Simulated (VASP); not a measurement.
# CdSe (P6_3mc) in VASP: notebook

Aim: see how the results for CdSe move with the level of theory and the settings. Levels: r2SCAN, r2SCAN+rVV10. Tasks: relaxation of shape and atoms at fixed volume.

Everything below comes from runs of VASP 6.6.1. Logs are shortened: lines on timing, memory, paths and dates and some standing lists are left out, and cuts for length are marked.

### 1 The cell of the first run

The structure is hexagonal, space group P6_3mc (No. 186). Conventional cell: a = 4.338 Å, b = 4.338 Å, c = 7.087 Å, α = 90.00°, β = 90.00°, γ = 120.00°. Cd (site symmetry 3m) has 4 Se at 2.66 Å within 3.5 Å. Within 3.5 Å of Se (site symmetry 3m) lie 4 Cd at 2.66 Å.

### 2 Relaxation of shape and atoms at fixed volume, r2SCAN (28.87 Å³/atom)

POSCAR

```
CdSe
1.0
    4.3375514512      0.0000000000      0.0000000000
   -2.1687757256      3.7564297470      0.0000000000
    0.0000000000      0.0000000000      7.0867590775
Cd Se
2 2
Direct
    0.6666666667      0.3333333333     -0.0001847856
    0.3333333333      0.6666666667      0.4998152144
    0.6666666667      0.3333333333      0.3751847856
    0.3333333333      0.6666666667      0.8751847856
```

INCAR.step1

```
ALGO = Normal ; EDIFF = 1E-5
EDIFFG = -0.005 ; ENCUT = 550
GGA = PE ; GGA_COMPAT = F
IBRION = 2 ; ISIF = 3
ISMEAR = 0 ; LASPH = T
LCHARG = F ; LREAL = F
LWAVE = T ; NELM = 120
NELMIN = 4 ; NSW = 100
PREC = Accurate ; SIGMA = 0.05
```

INCAR.step2

```
ALGO = Normal ; EDIFF = 1E-7
EDIFFG = -0.01 ; ENCUT = 550
GGA_COMPAT = F ; IBRION = 2
ISIF = 4 ; ISMEAR = 0
ISTART = 1 ; LASPH = T
LCHARG = F ; LMIXTAU = T
LREAL = F ; LWAVE = F
METAGGA = R2SCAN ; NELM = 120
NELMIN = 4 ; NSW = 60
PREC = Accurate ; SIGMA = 0.05
```

KPOINTS

```
k-points
0
Gamma
  6 6 4
```

Potentials or basis: VASP PAW PBE potentials, release 64 (Cd, Se).

On the command line:

```sh
$ cat potpaw_PBE.64/Cd/POTCAR potpaw_PBE.64/Se/POTCAR > POTCAR
$ cp INCAR.step1 INCAR
$ mpirun -np 1 vasp_std > vasp.out
$ cp INCAR.step2 INCAR
$ mpirun -np 1 vasp_std > vasp.out
```

OUTCAR:

```text
EDIFF = 1E-7
   EDIFFG = -0.01
   ENCUT = 550
   IBRION = 2
   ISIF = 4
   ISMEAR = 0
   ISTART = 1
   LASPH = T
   LREAL = F
   METAGGA = R2SCAN
   NELM = 120
   NELMIN = 4
   NSW = 60
   PREC = Accurate

 ion  position               nearest neighbor table
   1  0.667  0.333  1.000-   4 2.66   4 2.66   4 2.66   3 2.66
   2  0.333  0.667  0.500-   3 2.66   3 2.66   3 2.66   4 2.66
   3  0.667  0.333  0.375-   2 2.66   2 2.66   2 2.66   1 2.66
   4  0.333  0.667  0.875-   1 2.66   1 2.66   1 2.66   2 2.66

  LATTYP: Found a hexagonal cell.
 ALAT       =     4.3375514512
 C/A-ratio  =     1.6338155656

  Lattice vectors:

 A1 = (   4.3375514512,   0.0000000000,   0.0000000000)
 A2 = (  -2.1687757256,   3.7564297470,   0.0000000000)
 A3 = (   0.0000000000,   0.0000000000,   7.0867590775)

Analysis of symmetry for initial positions (statically):
=====================================================================
 Subroutine PRICEL returns:
 Original cell was already a primitive cell.

 Routine SETGRP: Setting up the symmetry group for a
 hexagonal supercell.

 Subroutine GETGRP returns: Found 12 space group operations
 (whereof  6 operations were pure point group operations)
 out of a pool of 24 trial point group operations.

The static configuration has the point symmetry C_3v.
 The point group associated with its full space group is C_6v.

Analysis of symmetry for dynamics (positions and initial velocities):
=====================================================================
 Subroutine PRICEL returns:
 Original cell was already a primitive cell.

 Routine SETGRP: Setting up the symmetry group for a
 hexagonal supercell.

 Subroutine GETGRP returns: Found 12 space group operations
 (whereof  6 operations were pure point group operations)
 out of a pool of 24 trial point group operations.

The dynamic configuration has the point symmetry C_3v.
 The point group associated with its full space group is C_6v.

 Subroutine INISYM returns: Found 12 space group operations
 (whereof  6 operations are pure point group operations),
 and found     1 'primitive' translations

----------------------------------------------------------------------------------------

                                     Primitive cell

  volume of cell :     115.4696

  direct lattice vectors                    reciprocal lattice vectors
     4.337551451  0.000000000  0.000000000     0.230544816  0.133105111  0.000000000
    -2.168775726  3.756429747  0.000000000     0.000000000  0.266210223  0.000000000
     0.000000000  0.000000000  7.086759078     0.000000000  0.000000000  0.141108226

  length of vectors
     4.337551451  4.337551451  7.086759078     0.266210223  0.266210223  0.141108226

  position of ions in fractional coordinates (direct lattice)
     0.666666667  0.333333333  0.999815214
     0.333333333  0.666666667  0.499815214
     0.666666667  0.333333333  0.375184786
     0.333333333  0.666666667  0.875184786

  ion indices of the primitive-cell ions
   primitive index   ion index
                 1           1
                 2           2
                 3           3
                 4           4

----------------------------------------------------------------------------------------

 KPOINTS: k-points

Automatic generation of k-mesh.
 Grid dimensions read from file:
 generate k-points for:    6    6    4

 Generating k-lattice:

  Cartesian coordinates                     Fractional coordinates (reciprocal lattice)
     0.038424136  0.022184185  0.000000000     0.166666667 -0.000000000  0.000000000
     0.000000000  0.044368370  0.000000000     0.000000000  0.166666667  0.000000000
     0.000000000  0.000000000  0.035277056     0.000000000  0.000000000  0.250000000

  Length of vectors
     0.044368370  0.044368370  0.035277056

  Shift w.r.t. Gamma in fractional coordinates (k-lattice)
     0.000000000  0.000000000  0.000000000

 Subroutine IBZKPT returns following result:
 ===========================================

 Found     21 irreducible k-points:

 Following reciprocal coordinates:
            Coordinates               Weight
  0.000000  0.000000  0.000000      1.000000
  0.166667  0.000000  0.000000      6.000000
  0.333333  0.000000  0.000000      6.000000
  0.500000  0.000000  0.000000      3.000000
  0.166667  0.166667  0.000000      6.000000
  0.333333  0.166667  0.000000     12.000000
[... 13 lines left out ...]
  0.333333  0.166667  0.500000     12.000000
  0.333333  0.333333  0.500000      2.000000
   k-points           NKPTS =     21   k-points in BZ     NKDIM =     21   number of bands    NBANDS=     22
   number of dos      NEDOS =    301   number of ions     NIONS =      4
   total plane-waves  NPLWV =  69984
   dimension x,y,z NGX =    36 NGY =   36 NGZ =   54
   dimension x,y,z NGXF=    72 NGYF=   72 NGZF=  108
   ions per type =               2   2
   NGX,Y,Z   is equivalent  to a cutoff of  13.80, 13.80, 12.67 a.u.
   NGXF,Y,Z  is equivalent  to a cutoff of  27.60, 27.60, 25.34 a.u.
 SYSTEM =  unknown system
   PREC   = accura    normal or accurate (medium, high low for compatibility)
   ISTART =      1    job   : 0-new  1-cont  2-samecut
   ICHARG =      0    charge: 1-file 2-atom 10-const
   ISPIN  =      1    spin polarized calculation?
   LNONCOLLINEAR =      F non collinear calculations
   LSORBIT =      F    spin-orbit coupling
   LASPH  =      T    aspherical Exc in radial PAW
   ENCUT  =  550.0 eV  40.42 Ry    6.36 a.u.   8.29  8.29 13.55*2*pi/ulx,y,z
   NELM   =    120;   NELMIN=  4; NELMDL=  0     # of ELM steps
   EDIFF  = 0.1E-06   stopping-criterion for ELM
   LREAL  =      F    real-space projection
   EDIFFG = -.1E-01   stopping-criterion for IOM
   NSW    =     60    number of steps for IOM
   IBRION =      2    ionic relax: 0-MD 1-quasi-New 2-CG
   NFREE  =      1    steps in history (QN), initial steepest desc. (CG)
   ISIF   =      4    stress and relaxation
   ISYM   =      2    0-nonsym 1-usesym 2-fastsym
   POTIM  = 0.5000    time-step for ionic-motion
   TEBEG  =    0.0;   TEEND  =   0.0 temperature during run
   PSTRESS=    0.0 pullay stress
   NELECT =      36.0000    total number of electrons
   NUPDOWN=      -1.0000    fix difference up-down
   EMIN   =  10.00;   EMAX   =-10.00  energy-range for DOS
   EFERMI =   0.00;   METHOD = LEGACY
   ISMEAR =     0;   SIGMA  =   0.05  broadening in eV -4-tet -1-fermi 0-gaus
   EFERMI_NEDOS =   21; number of points for ismear=-14 and -15
   IALGO  =     38    algorithm
   IMIX   =      4    mixing-type and parameters
     AMIX     =   0.40;   BMIX     =  1.00
     AMIX_MAG =   1.60;   BMIX_MAG =  1.00
  volume/ion in A,a.u.               =      28.87       194.81
  Fermi-wavevector in a.u.,A,eV,Ry     =   1.110077  2.097742 16.766067  1.232271
  Thomas-Fermi vector in A             =   2.246624
   LORBIT       =      0    0 simple, 1 ext, 2 COOP (PROOUT), +10 PAW based schemes
   METAGGA = R2SCAN    functional components
   LHFCALC =     F    Hartree Fock is set to
   AEXX    =    0.0000 exact exchange contribution
   IVDW    =     0    specifies the selected vdW correction
   LEPSILON=     F    determine dielectric tensor
   LRPA    =     F    only Hartree local field effects (RPA)
 conjugate gradient relaxation of ions
 non-spin polarized calculation
 Gauss-broadening in eV      SIGMA  =   0.05
  energy-cutoff  :      550.00
  volume of cell :      115.47
 maximum number of plane-waves:      3408
 NGX is ok and might be reduce to    36
   NGX = 17   NGY = 17   NGZ = 27

 number of electron      36.0000015 magnetization

 Free energy of the ion-electron system (eV)
  ---------------------------------------------------
  ext. energy  EPLUGINS =         0.00000000
  ---------------------------------------------------
  free energy    TOTEN  =       -71.83002792 eV

  energy without entropy =      -71.83002792  energy(sigma->0) =      -71.83002792

 E-fermi :   0.6855     XC(G=0):  -9.2966

 val. band max:        0.4470560947   @ k =   0.0000   0.0000   0.0000
 cond. band min:       1.5362342359   @ k =   0.0000   0.0000   0.0000
 fundamental gap:      1.0891781412
 Fermi energy:         0.6855363368

 k-point     1 :       0.0000    0.0000    0.0000
  band No.  band energies     occupation
      1     -12.4338      2.00000
      2     -12.0724      2.00000
      3      -7.6338      2.00000
      4      -7.6262      2.00000
      5      -7.6262      2.00000
      6      -7.5575      2.00000
[... 14 lines left out ...]
     21       6.8292      0.00000
     22       6.8292      0.00000

 k-point     2 :       0.1667    0.0000    0.0000
  band No.  band energies     occupation
      1     -12.3542      2.00000
      2     -12.0368      2.00000
      3      -7.6083      2.00000
      4      -7.5982      2.00000
      5      -7.5589      2.00000
      6      -7.5184      2.00000
[... 14 lines left out ...]
     21       6.1279      0.00000
     22       7.1690      0.00000

 k-point     3 :       0.3333    0.0000    0.0000
  band No.  band energies     occupation
      1     -12.1813      2.00000
      2     -11.9768      2.00000
      3      -7.5641      2.00000
      4      -7.5530      2.00000
      5      -7.4475      2.00000
      6      -7.4403      2.00000
[... 14 lines left out ...]
     21       5.8493      0.00000
     22       6.6815      0.00000
[... 401 lines left out ...]
 k-point    20 :       0.3333    0.1667    0.5000
  band No.  band energies     occupation
      1     -12.0146      2.00000
      2     -12.0146      2.00000
      3      -7.5007      2.00000
      4      -7.5007      2.00000
      5      -7.4726      2.00000
      6      -7.4726      2.00000
[... 14 lines left out ...]
     21       6.1391      0.00000
     22       6.1391      0.00000

 k-point    21 :       0.3333    0.3333    0.5000
  band No.  band energies     occupation
      1     -11.9856      2.00000
      2     -11.9856      2.00000
      3      -7.4801      2.00000
      4      -7.4801      2.00000
      5      -7.4705      2.00000
      6      -7.4705      2.00000
[... 14 lines left out ...]
     21       6.5570      0.00000
     22       6.5570      0.00000

------------------------ aborting loop because EDIFF is reached ----------------------------------------

  FORCE on cell =-STRESS in cart. coord.  units (eV):
  Direction    XX          YY          ZZ          XY          YZ          ZX
  --------------------------------------------------------------------------------------
  -------------------------------------------------------------------------------------
  Total        0.1764270      0.1764270      0.1296203      0.0000000      0.0000000      0.0000000
  in kB        2.4479817      2.4479817      1.7985233      0.0000000      0.0000000      0.0000000
  external PRESSURE =       2.2314955 kB  Pullay stress =       0.0000000 kB

 VOLUME and BASIS-vectors are now :
 -----------------------------------------------------------------------------
  energy-cutoff  :      550.00
  volume of cell :      115.47
      direct lattice vectors                 reciprocal lattice vectors
     4.337551451  0.000000000  0.000000000     0.230544816  0.133105111  0.000000000
    -2.168775726  3.756429747  0.000000000     0.000000000  0.266210223  0.000000000
     0.000000000  0.000000000  7.086759078     0.000000000  0.000000000  0.141108226

 POSITION                                       TOTAL-FORCE (eV/Angst)
 -----------------------------------------------------------------------------------
      2.16878      1.25214      7.08545         0.000000     -0.000000     -0.002964
     -0.00000      2.50429      3.54207        -0.000000      0.000000     -0.002964
      2.16878      1.25214      2.65884        -0.000000      0.000000      0.002964
     -0.00000      2.50429      6.20222         0.000000      0.000000      0.002964
 -----------------------------------------------------------------------------------
    total drift:                               -0.000000     -0.000000     -0.003704

  FREE ENERGIE OF THE ION-ELECTRON SYSTEM (eV)
  ---------------------------------------------------
  free  energy   TOTEN  =       -71.8300279202 eV

  energy  without entropy=      -71.8300279202  energy(sigma->0) =      -71.83002792

 reached required accuracy - stopping structural energy minimisation
```

Wall time 8.3 min (1 thread of Intel Xeon 8259CL, shared host); peak memory 0.3 GiB.

Results:

- Free energy: -71.8300 eV
- Pressure after relaxing: 0.2 GPa
- Band gap on the k mesh: 1.09 eV

Forces in eV/Å, atoms in the order of the input:
```
Cd   0.000  0.000 -0.003
Cd   0.000  0.000 -0.003
Se   0.000  0.000  0.003
Se   0.000  0.000  0.003
```

Final structure:
```
CELL_PARAMETERS angstrom
4.33755 0.00000 0.00000
-2.16878 3.75643 0.00000
0.00000 0.00000 7.08676
ATOMIC_POSITIONS crystal
Cd 0.66667 0.33333 0.99982
Cd 0.33333 0.66667 0.49982
Se 0.66667 0.33333 0.37518
Se 0.33333 0.66667 0.87518
```

Levels at points of the mesh, in eV from the valence-band top:
```tsv
k point	band 16	band 17	band 18	band 19	band 20	band 21
(0.00, 0.00, 0.00)	-0.05	0.00	0.00	1.09	2.65	6.38
(0.50, 0.00, 0.00)	-1.80	-1.29	-0.73	3.62	3.71	5.08
(0.00, 0.00, 0.50)	-0.38	-0.38	-0.38	2.78	2.78	6.26
(0.50, 0.00, 0.50)	-1.33	-1.30	-1.30	3.32	3.32	5.27
```

Caveat: the relaxation stopped at its first step, so nothing moved; the PAW data sets were made with another functional, which shifts forces and pressure a little. r2SCAN opens gaps a little over a GGA but as a rule still falls short of measured ones.

### 3 Relaxation of shape and atoms at fixed volume, r2SCAN+rVV10 (28.98 Å³/atom)

This run uses another cell than the first one, of 28.98 Å³/atom.

POSCAR

```
CdSe
1.0
    4.3431425279      0.0000000000      0.0000000000
   -2.1715712639      3.7612717614      0.0000000000
    0.0000000000      0.0000000000      7.0958938656
Cd Se
2 2
Direct
    0.6666666667      0.3333333333     -0.0001847856
    0.3333333333      0.6666666667      0.4998152144
    0.6666666667      0.3333333333      0.3751847856
    0.3333333333      0.6666666667      0.8751847856
```

INCAR.step1

```
ALGO     = Normal         # electronic algorithm
EDIFF    = 1E-5           # SCF threshold, eV
EDIFFG   = -0.005         # ionic threshold
ENCUT    = 550            # plane-wave cutoff, eV
GGA      = PE             # functional
GGA_COMPAT= False        
IBRION   = 2              # ionic algorithm
ISIF     = 3              # what is computed and relaxed
ISMEAR   = 0              # smearing method
LASPH    = True           # aspherical terms in the spheres
LCHARG   = False          # write CHGCAR
LREAL    = False          # projectors in reciprocal space
LWAVE    = True           # write WAVECAR
NELM     = 120            # most SCF steps
NELMIN   = 4            
NSW      = 100            # ionic steps
PREC     = Accurate       # precision mode
SIGMA    = 0.05           # smearing width, eV
```

INCAR.step2

```
ALGO     = Normal         # electronic algorithm
BPARAM   = 11.95        
CPARAM   = 0.0093       
EDIFF    = 1E-7           # SCF threshold, eV
EDIFFG   = -0.01          # ionic threshold
ENCUT    = 550            # plane-wave cutoff, eV
GGA_COMPAT= False        
IBRION   = 2              # ionic algorithm
ISIF     = 4              # what is computed and relaxed
ISMEAR   = 0              # smearing method
ISTART   = 1            
IVDW_NL  = 2            
LASPH    = True           # aspherical terms in the spheres
LCHARG   = False          # write CHGCAR
LMIXTAU  = True         
LREAL    = False          # projectors in reciprocal space
LUSE_VDW = True         
LWAVE    = False          # write WAVECAR
METAGGA  = R2SCAN         # meta-GGA
NELM     = 120            # most SCF steps
NELMIN   = 4            
NSW      = 60             # ionic steps
PREC     = Accurate       # precision mode
SIGMA    = 0.05           # smearing width, eV
```

KPOINTS is that of step 2.

Potentials or basis: VASP PAW PBE potentials, release 64 (Cd, Se).

On the command line:

```sh
$ cat potpaw_PBE.64/Cd/POTCAR potpaw_PBE.64/Se/POTCAR > POTCAR
$ cp INCAR.step1 INCAR
$ mpirun -np 1 vasp_std > vasp.out
$ cp INCAR.step2 INCAR
$ mpirun -np 1 vasp_std > vasp.out
```

Run time: 12 min. Hardware: 1 thread of Intel Xeon 8259CL, shared host; peak memory 0.56 GiB.

The run converged. Its results:

| Quantity | Value |
| --- | --- |
| Free energy | -70.6391 eV |
| Pressure after relaxing | -0.7 GPa |
| Band gap on the k mesh | 1.03 eV |

Forces in eV/Å, atoms in the order of the input:
```
Cd   0.000  0.000 -0.002
Cd   0.000  0.000 -0.002
Se   0.000  0.000  0.002
Se   0.000  0.000  0.002
```

Final structure:
```
CELL_PARAMETERS angstrom
4.34314 0.00000 0.00000
-2.17157 3.76127 0.00000
0.00000 0.00000 7.09589
ATOMIC_POSITIONS crystal
Cd 0.66667 0.33333 0.99982
Cd 0.33333 0.66667 0.49982
Se 0.66667 0.33333 0.37518
Se 0.33333 0.66667 0.87518
```

Levels at points of the mesh, in eV from the valence-band top:
| k point | band 16 | band 17 | band 18 | band 19 | band 20 | band 21 |
| --- | --- | --- | --- | --- | --- | --- |
| (0.00, 0.00, 0.00) | -0.05 | 0.00 | 0.00 | 1.03 | 2.61 | 6.35 |
| (0.50, 0.00, 0.00) | -1.80 | -1.29 | -0.73 | 3.58 | 3.66 | 5.00 |
| (0.00, 0.00, 0.50) | -0.38 | -0.38 | -0.38 | 2.74 | 2.74 | 6.19 |
| (0.50, 0.00, 0.50) | -1.32 | -1.30 | -1.30 | 3.26 | 3.26 | 5.22 |

Caveat: the relaxation stopped at its first step, so nothing moved; the PAW data sets were made with another functional, which shifts forces and pressure a little.
